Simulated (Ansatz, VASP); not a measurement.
**Bi in VASP and in Ansatz**

```
CELL_PARAMETERS angstrom
4.44822 0.00000 0.00000
-2.22411 3.85227 0.00000
0.00000 0.00000 11.82900
ATOMIC_POSITIONS crystal
Bi 0.33333 0.66667 0.25000
Bi 0.66667 0.33333 0.75000
```

Change from the starting cell: equal xx and yy strain of -2 %.

Alike in both runs: task single point; functional PBE; k mesh 9 × 9 × 3; occupations fermi-dirac, width 0.03 eV; no spin polarisation.

|  | VASP | Ansatz |
| --- | --- | --- |
| version | VASP 6.6.1 | Ansatz 0.2.0 |
| potentials or method | VASP PAW PBE potentials, release 64 (Bi_d), cutoff 520 eV | all-electron LAPW, scalar-relativistic |

```tsv
	VASP	Ansatz	Ansatz less VASP
pressure (GPa)	-3.5	-3.5	+0.02
traceless stress, the component that is largest in VASP (GPa)	3.20	3.20	+0.002
```

Ansatz ran all-electron here, and VASP with PAW potentials.

Spin-orbit coupling is off throughout.
